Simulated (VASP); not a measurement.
# LiH2 (P6/mmm) in VASP: a series of runs

Runs on LiH2. Level: PBE. Tasks: relaxation of cell and atoms, single point.

All numbers are computed with VASP 6.6.1; they aren't measurements. Logs are shortened: lines on timing, memory, paths and dates and some standing lists are left out, and cuts for length are marked.

## (1) The cell of the first run

The structure is hexagonal, space group P6/mmm (No. 191). Conventional cell: a = 2.897 Å, b = 2.897 Å, c = 3.128 Å, α = 90.00°, β = 90.00°, γ = 120.00°. Li (site symmetry 6/mmm) has 12 H at 2.29 Å and 6 Li at 2.90 Å within 3.0 Å. H (site symmetry -6m2) has 3 H at 1.67 Å within 2.2 Å.

## (2) Relaxation of cell and atoms, PBE

File INCAR:

```
ALGO = Normal
EDIFF = 1E-6
EDIFFG = -0.04
ENCUT = 600
GGA = PE
IBRION = 2
ISIF = 3
ISMEAR = 0
LASPH = T
LCHARG = F
LREAL = F
LWAVE = F
NELM = 100
NSW = 90
PREC = Accurate
SIGMA = 0.1
```

File KPOINTS:

```
k-points
0
Gamma
  6 6 6
```

File POSCAR:

```
LiH2
1.0
    2.8974336710      0.0000000000      0.0000000000
   -1.4487168355      2.5092511649      0.0000000000
    0.0000000000      0.0000000000      3.1284582827
Li H
1 2
Direct
    0.0000000000      0.0000000000      0.0000000000
    0.3333333333      0.6666666667      0.5000000000
    0.6666666667      0.3333333333      0.5000000000
```

Potentials or basis: VASP PAW PBE potentials, release 64 (Li_sv, H).

Run with:

```sh
> cat potpaw_PBE.64/Li_sv/POTCAR potpaw_PBE.64/H/POTCAR > POTCAR
> mpirun -np 1 vasp_std > vasp.out
```

OUTCAR:

```text
EDIFF = 1E-6
   EDIFFG = -0.04
   ENCUT = 600
   GGA = PE
   IBRION = 2
   ISIF = 3
   ISMEAR = 0
   LASPH = T
   LREAL = F
   NELM = 100
   NSW = 90
   PREC = Accurate

 ion  position               nearest neighbor table
   1  0.000  0.000  0.000-
   2  0.333  0.667  0.500-
   3  0.667  0.333  0.500-

  LATTYP: Found a hexagonal cell.
 ALAT       =     2.8974336710
 C/A-ratio  =     1.0797342193

  Lattice vectors:

 A1 = (   2.8974336710,   0.0000000000,   0.0000000000)
 A2 = (  -1.4487168355,   2.5092511649,   0.0000000000)
 A3 = (   0.0000000000,   0.0000000000,   3.1284582827)

Analysis of symmetry for initial positions (statically):
=====================================================================
 Subroutine PRICEL returns:
 Original cell was already a primitive cell.

 Routine SETGRP: Setting up the symmetry group for a
 hexagonal supercell.

 Subroutine GETGRP returns: Found 24 space group operations
 (whereof 24 operations were pure point group operations)
 out of a pool of 24 trial point group operations.

The static configuration has the point symmetry D_6h.

Analysis of symmetry for dynamics (positions and initial velocities):
=====================================================================
 Subroutine PRICEL returns:
 Original cell was already a primitive cell.

 Routine SETGRP: Setting up the symmetry group for a
 hexagonal supercell.

 Subroutine GETGRP returns: Found 24 space group operations
 (whereof 24 operations were pure point group operations)
 out of a pool of 24 trial point group operations.

The dynamic configuration has the point symmetry D_6h.

 Subroutine INISYM returns: Found 24 space group operations
 (whereof 24 operations are pure point group operations),
 and found     1 'primitive' translations

----------------------------------------------------------------------------------------

                                     Primitive cell

  volume of cell :      22.7451

  direct lattice vectors                    reciprocal lattice vectors
     2.897433671  0.000000000  0.000000000     0.345133009  0.199262635  0.000000000
    -1.448716835  2.509251165  0.000000000     0.000000000  0.398525271  0.000000000
     0.000000000  0.000000000  3.128458283     0.000000000  0.000000000  0.319646263

  length of vectors
     2.897433671  2.897433671  3.128458283     0.398525271  0.398525271  0.319646263

  position of ions in fractional coordinates (direct lattice)
     0.000000000  0.000000000  0.000000000
     0.333333333  0.666666667  0.500000000
     0.666666667  0.333333333  0.500000000
[... 84 lines left out ...]
   ISIF   =      3    stress and relaxation
   ISYM   =      2    0-nonsym 1-usesym 2-fastsym
   POTIM  = 0.5000    time-step for ionic-motion
   TEBEG  =    0.0;   TEEND  =   0.0 temperature during run
   PSTRESS=    0.0 pullay stress
   NELECT =       5.0000    total number of electrons
   NUPDOWN=      -1.0000    fix difference up-down
   EMIN   =  10.00;   EMAX   =-10.00  energy-range for DOS
   EFERMI =   0.00;   METHOD = LEGACY
   ISMEAR =     0;   SIGMA  =   0.10  broadening in eV -4-tet -1-fermi 0-gaus
   EFERMI_NEDOS =   21; number of points for ismear=-14 and -15
   IALGO  =     38    algorithm
   IMIX   =      4    mixing-type and parameters
     AMIX     =   0.40;   BMIX     =  1.00
     AMIX_MAG =   1.60;   BMIX_MAG =  1.00
  volume/ion in A,a.u.               =       7.58        51.16
  Fermi-wavevector in a.u.,A,eV,Ry     =   0.988027  1.867100 13.281972  0.976197
  Thomas-Fermi vector in A             =   2.119524
   LORBIT       =      0    0 simple, 1 ext, 2 COOP (PROOUT), +10 PAW based schemes
   GGA     = PE    functional components
   LHFCALC =     F    Hartree Fock is set to
   AEXX    =    0.0000 exact exchange contribution
   IVDW    =     0    specifies the selected vdW correction
   LEPSILON=     F    determine dielectric tensor
   LRPA    =     F    only Hartree local field effects (RPA)
 conjugate gradient relaxation of ions
 non-spin polarized calculation
 Gauss-broadening in eV      SIGMA  =   0.10
  energy-cutoff  :      600.00
  volume of cell :       22.75
 maximum number of plane-waves:       775
 NGX is ok and might be reduce to    24
   NGX = 11   NGY = 11   NGZ = 13

--------------------------------------- Ionic step        1  -------------------------------------------

 number of electron       4.9999995 magnetization

 Free energy of the ion-electron system (eV)
  ---------------------------------------------------
  ext. energy  EPLUGINS =         0.00000000
  ---------------------------------------------------
  free energy    TOTEN  =        -7.69865879 eV

  energy without entropy =       -7.69737973  energy(sigma->0) =       -7.69801926

------------------------ aborting loop because EDIFF is reached ----------------------------------------

  FORCE on cell =-STRESS in cart. coord.  units (eV):
  Direction    XX          YY          ZZ          XY          YZ          ZX
  --------------------------------------------------------------------------------------
  -------------------------------------------------------------------------------------
  Total        0.2154905      0.2154905     -2.7880009      0.0000000     -0.0000000      0.0000000
  in kB       15.1792608     15.1792608   -196.3882455      0.0000000     -0.0000000      0.0000000
  external PRESSURE =     -55.3432413 kB  Pullay stress =       0.0000000 kB
[... 24 lines left out ...]
--------------------------------------- Ionic step        2  -------------------------------------------

 number of electron       5.0000000 magnetization

 E-fermi :   1.9204     XC(G=0):  -8.5293

 val. band max:        1.9123449849   @ k =   0.1667   0.0000   0.5000
 cond. band min:       1.9600450660   @ k =   0.3333   0.0000   0.0000
 fundamental gap:      0.0477000811
 Fermi energy:         1.9204424899

 k-point     1 :       0.0000    0.0000    0.0000
  band No.  band energies     occupation
      1     -45.1489      2.00000
      2      -7.3881      2.00000
      3       8.1500      0.00000
      4       9.2451      0.00000
      5      10.2317      0.00000
      6      14.8703      0.00000
[... 317 lines left out ...]
--------------------------------------- Ionic step        5  -------------------------------------------

 number of electron       5.0000004 magnetization

 Free energy of the ion-electron system (eV)
  ---------------------------------------------------
  ext. energy  EPLUGINS =         0.00000000
  ---------------------------------------------------
  free energy    TOTEN  =        -8.06119500 eV

  energy without entropy =       -8.06113754  energy(sigma->0) =       -8.06116627

 E-fermi :   2.1981     XC(G=0):  -9.1323

 val. band max:        1.9814611945   @ k =   0.3333   0.0000   0.1667
 cond. band min:       2.4146916522   @ k =   0.3333   0.1667   0.5000
 fundamental gap:      0.4332304577
 Fermi energy:         2.1980763703

 k-point     1 :       0.0000    0.0000    0.0000
  band No.  band energies     occupation
      1     -44.1037      2.00000
      2      -7.3926      2.00000
      3       7.5122      0.00000
      4      14.0978      0.00000
      5      14.0978      0.00000
      6      16.3345      0.00000
[... 237 lines left out ...]
  FREE ENERGIE OF THE ION-ELECTRON SYSTEM (eV)
  ---------------------------------------------------
  free  energy   TOTEN  =        -8.0611950045 eV

  energy  without entropy=       -8.0611375425  energy(sigma->0) =       -8.06116627

 reached required accuracy - stopping structural energy minimisation
```

CONTCAR:

```text
LiH2
   1.00000000000000
     2.9453905845502697    0.0000000000000000    0.0000000000000000
    -1.4726952922751348    2.5507830703232961    0.0000000000000000
     0.0000000000000000   -0.0000000000000000    2.4585228339900485
  Li              H
     1     2
Direct
     0.0000000000000000    0.0000000000000000    0.0000000000000000
     0.3333333332999970    0.6666666667000030    0.5000000000000000
     0.6666666667000030    0.3333333332999970    0.5000000000000000

  0.00000000E+00  0.00000000E+00  0.00000000E+00
  0.00000000E+00  0.00000000E+00  0.00000000E+00
  0.00000000E+00  0.00000000E+00  0.00000000E+00
```

It took 10 s on 1 thread of AMD EPYC 9R45 (Zen 5), shared host; peak memory 0.1 GiB.

What came out:

```
Free energy                           : -8.0612 eV
Relaxed volume                        : 6.16 Å³/atom
Relaxed cell                          : a = 2.945 Å, b = 2.945 Å, c = 2.459 Å, α = 90.00°, β = 90.00°, γ = 120.00°
Space group after relaxing (to 0.1 Å) : P6/mmm (No. 191)
Energy gained by relaxing             : 120.8 meV/atom
Ionic steps                           : 5
Pressure after relaxing               : -1.0 GPa
Band gap on the k mesh                : zero (an odd number of electrons rules out a gap without spin polarisation)
```

Stress tensor (GPa, compression positive):
```
-1.03  0.00  0.00
 0.00 -1.03  0.00
 0.00  0.00 -0.89
```

Step by step:
```tsv
step	energy change (eV)	largest force (eV/Å)	pressure (GPa)	volume (Å³)
1	0.0000	0.0000	-5.53	22.75
2	-0.1143	0.0000	-4.95	21.88
3	-0.3440	0.0000	-2.10	19.19
4	-0.3566	0.0000	0.02	17.97
5	-0.3625	0.0000	-0.98	18.47
```

Final structure:
```
Li H
1.0
     2.94539    0.00000    0.00000
    -1.47270    2.55078    0.00000
     0.00000    0.00000    2.45852
Li H
1 2
Direct
  0.00000 0.00000 0.00000
  0.33333 0.66667 0.50000
  0.66667 0.33333 0.50000
```

Caveat: the k points lie up to 0.43 Å⁻¹ apart in the final cell, too coarse for converged energies and pressures of a metal; the cutoff is under 1.25 times the usual one of these potentials, so pressure, stress and relaxed cells hold a basis-set (Pulay) error; the volume moved by over 15 % at a fixed basis, so the end points are rough.

## (3) Single point, PBE

This run uses another cell than the first one, of 6.05 Å³/atom.

File INCAR:

```
PREC = Accurate
ENCUT = 520
EDIFF = 1E-7
ISMEAR = 0
SIGMA = 0.1
LREAL = False
LASPH = True
NELM = 80
ALGO = Normal
ISIF = 2
LWAVE = False
LCHARG = False
GGA = PE
NBANDS = 10
```

File KPOINTS:

```
regular mesh
0
Gamma
  18 18 18
```

File POSCAR:

```
LiH2
1.0
    2.9162458152      0.0000000000      0.0000000000
   -1.4581229076      2.5255429596      0.0000000000
    0.0000000000      0.0000000000      2.4659932368
Li H
1 2
Direct
    0.0000000000      0.0000000000      0.0000000000
    0.3333333333      0.6666666667      0.5000000000
    0.6666666667      0.3333333333      0.5000000000
```

Potentials or basis: VASP PAW PBE potentials, release 64 (Li_sv, H).

Run with:

```sh
> cat potpaw_PBE.64/Li_sv/POTCAR potpaw_PBE.64/H/POTCAR > POTCAR
> mpirun -np 1 vasp_std > vasp.out
```

OUTCAR:

```text
PREC = Accurate
   ENCUT = 520
   EDIFF = 1E-7
   ISMEAR = 0
   LREAL = False
   LASPH = True
   NELM = 80
   ISIF = 2
   GGA = PE

 ion  position               nearest neighbor table
   1  0.000  0.000  0.000-
   2  0.333  0.667  0.500-
   3  0.667  0.333  0.500-

  LATTYP: Found a hexagonal cell.
 ALAT       =     2.9162458152
 C/A-ratio  =     0.8456054095

  Lattice vectors:

 A1 = (   2.9162458152,   0.0000000000,   0.0000000000)
 A2 = (  -1.4581229076,   2.5255429596,   0.0000000000)
 A3 = (   0.0000000000,   0.0000000000,   2.4659932368)

Analysis of symmetry for initial positions (statically):
=====================================================================
 Subroutine PRICEL returns:
 Original cell was already a primitive cell.

 Routine SETGRP: Setting up the symmetry group for a
 hexagonal supercell.

 Subroutine GETGRP returns: Found 24 space group operations
 (whereof 24 operations were pure point group operations)
 out of a pool of 24 trial point group operations.

The static configuration has the point symmetry D_6h.

Analysis of symmetry for dynamics (positions and initial velocities):
=====================================================================
 Subroutine PRICEL returns:
 Original cell was already a primitive cell.

 Routine SETGRP: Setting up the symmetry group for a
 hexagonal supercell.

 Subroutine GETGRP returns: Found 24 space group operations
 (whereof 24 operations were pure point group operations)
 out of a pool of 24 trial point group operations.

The dynamic configuration has the point symmetry D_6h.

 Subroutine INISYM returns: Found 24 space group operations
 (whereof 24 operations are pure point group operations),
 and found     1 'primitive' translations

----------------------------------------------------------------------------------------
[... 120 lines left out ...]
   GGA     = PE    functional components
   LHFCALC =     F    Hartree Fock is set to
   AEXX    =    0.0000 exact exchange contribution
   IVDW    =     0    specifies the selected vdW correction
   LEPSILON=     F    determine dielectric tensor
   LRPA    =     F    only Hartree local field effects (RPA)
 non-spin polarized calculation
 Gauss-broadening in eV      SIGMA  =   0.10
  energy-cutoff  :      520.00
  volume of cell :       18.16
 maximum number of plane-waves:       507
 NGX is ok and might be reduce to    24
   NGX = 11   NGY = 11   NGZ =  9

 number of electron       5.0000005 magnetization

 Free energy of the ion-electron system (eV)
  ---------------------------------------------------
  ext. energy  EPLUGINS =         0.00000000
  ---------------------------------------------------
  free energy    TOTEN  =        -8.06824485 eV

  energy without entropy =       -8.06670223  energy(sigma->0) =       -8.06747354

 E-fermi :   2.2870     XC(G=0):  -9.1812

 val. band max:        2.2774873884   @ k =   0.3333   0.0556   0.2778
 cond. band min:       2.3086097136   @ k =   0.2778   0.0556   0.0556
 fundamental gap:      0.0311223252
 Fermi energy:         2.2870338027

 k-point     1 :       0.0000    0.0000    0.0000
  band No.  band energies     occupation
      1     -44.0067      2.00000
      2      -7.3935      2.00000
      3       7.8803      0.00000
      4      14.4923      0.00000
      5      14.4923      0.00000
      6      15.9120      0.00000
      7      16.7399      0.00000
      8      16.7400      0.00000
      9      17.2807      0.00000
     10      19.9383      0.00000
[... 287 lines left out ...]
 k-point    24 :       0.3889    0.1111    0.0000
  band No.  band energies     occupation
      1     -43.9810      2.00000
      2      -4.3594      2.00000
      3      -0.4302      2.00000
      4       8.0796      0.00000
      5      13.2072      0.00000
      6      17.4905      0.00000
      7      20.0845      0.00000
      8      23.1954      0.00000
      9      24.0203      0.00000
     10      28.2514      0.00000

 [... further k-points ...]

------------------------ aborting loop because EDIFF is reached ----------------------------------------

  FORCE on cell =-STRESS in cart. coord.  units (eV):
  Direction    XX          YY          ZZ          XY          YZ          ZX
  --------------------------------------------------------------------------------------
  -------------------------------------------------------------------------------------
  Total       -0.0315566     -0.0315566     -0.0228640      0.0000000     -0.0000000      0.0000000
  in kB       -2.7837462     -2.7837462     -2.0169382      0.0000000     -0.0000000      0.0000000
  external PRESSURE =      -2.5281435 kB  Pullay stress =       0.0000000 kB

 VOLUME and BASIS-vectors are now :
 -----------------------------------------------------------------------------
  energy-cutoff  :      520.00
  volume of cell :       18.16
      direct lattice vectors                 reciprocal lattice vectors
     2.916245815  0.000000000  0.000000000     0.342906622  0.197977230  0.000000000
    -1.458122908  2.525542960  0.000000000     0.000000000  0.395954460  0.000000000
     0.000000000  0.000000000  2.465993237     0.000000000  0.000000000  0.405516116

 POSITION                                       TOTAL-FORCE (eV/Angst)
 -----------------------------------------------------------------------------------
      0.00000      0.00000      0.00000        -0.000000      0.000000      0.000000
     -0.00000      1.68370      1.23300         0.000000      0.000000      0.000000
      1.45812      0.84185      1.23300        -0.000000     -0.000000     -0.000000
 -----------------------------------------------------------------------------------
    total drift:                               -0.000000      0.000000     -0.000000

  FREE ENERGIE OF THE ION-ELECTRON SYSTEM (eV)
  ---------------------------------------------------
  free  energy   TOTEN  =        -8.0682448533 eV

  energy  without entropy=       -8.0667022334  energy(sigma->0) =       -8.06747354
```

Wall time 25 s (1 thread of AMD EPYC 9R45 (Zen 5), shared host); peak memory 0.14 GiB.

Results:

| Quantity | Value |
| --- | --- |
| Free energy | -8.0682 eV |
| Band gap on the k mesh | zero (an odd number of electrons rules out a gap without spin polarisation) |

Levels at points of the mesh, in eV from the Fermi level:
```csv
k point,band 1,band 2,band 3,band 4,band 5,band 6,band 7
"(0.00, 0.00, 0.00)",-46.29,-9.68,5.59,12.21,12.21,13.62,14.45
"(0.50, 0.00, 0.00)",-46.27,-6.62,-2.85,7.43,8.71,15.20,18.02
"(0.00, 0.00, 0.50)",-46.23,-7.53,1.51,7.34,13.99,16.73,16.73
"(0.50, 0.00, 0.50)",-46.21,-3.17,-0.89,3.15,7.96,8.51,13.06
```

Caveat: the cutoff is under 1.25 times the usual one of these potentials, so pressure, stress and relaxed cells hold a basis-set (Pulay) error.

(Part 1 of 2 ends here.)
